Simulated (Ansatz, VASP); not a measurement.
NaH: VASP beside Ansatz

Contents of INCAR:

```
SYSTEM = NaH
PREC = Accurate
ENCUT = 520
EDIFF = 1E-6
ISMEAR = -1
SIGMA = 0.02
LREAL = .False.
LASPH = .True.
NELM = 100
ALGO = Normal
ISIF = 2
LWAVE = .False.
LCHARG = .False.
GGA = RP
IVDW = 13
NBANDS = 11
```

KPOINTS

```
Automatic mesh
0
Gamma
  9 9 9
  0 0 0
```

POSCAR

```
NaH
1.0
    0.0000000000      2.4070229845      2.4070229845
    2.4070229845      0.0000000000      2.4070229845
    2.4070229845      2.4070229845      0.0000000000
Na H
1 1
Direct
    0.0000000000      0.0000000000      0.0000000000
    0.5000000000      0.5000000000      0.5000000000
```

input.yaml

```yaml
crystal:
  lattice:
    - [0.0, 2.4070229845, 2.4070229845]
    - [2.4070229845, 0.0, 2.4070229845]
    - [2.4070229845, 2.4070229845, 0.0]
  atoms:
    - { symbol: Na, position: [0.0, 0.0, 0.0] }
    - { symbol: H, position: [0.5, 0.5, 0.5] }
kpoints:
  mp_grid: { grid: [9, 9, 9] }
scf:
  occupations: { method: fermi_dirac, width: 0.02 }
hamiltonian:
  xc: rpbe
  dispersion: d4
  pseudopotentials: { kind: all_electron, lapw: { basis_error: 0.001 } }
output:
  forces: true
  stress: true
  eigenvalues: true
```

Change from the starting cell: volume scaled by 0.96.

Alike in both runs: task single point; functional RPBE; dispersion D4; k mesh 9 × 9 × 9; occupations fermi-dirac, width 0.02 eV; no spin polarisation.

|  | VASP | Ansatz |
| --- | --- | --- |
| version | VASP 6.6.1 | Ansatz 0.2.0 |
| potentials or method | VASP PAW PBE potentials, release 64 (Na_pv, H), cutoff 520 eV | all-electron LAPW, scalar-relativistic |

|  | VASP | Ansatz | Ansatz less VASP |
| --- | --- | --- | --- |
| gap on the k mesh at the Fermi level (eV) | 4.30 | 4.30 | +0.001 |
| least direct gap on the mesh (eV) | 4.98 | 4.98 | +0.004 |
| pressure (GPa) | 0.5 | 0.6 | +0.05 |

VASP's potentials were made for PBE, not for RPBE. Ansatz ran all-electron here, and VASP with PAW potentials.
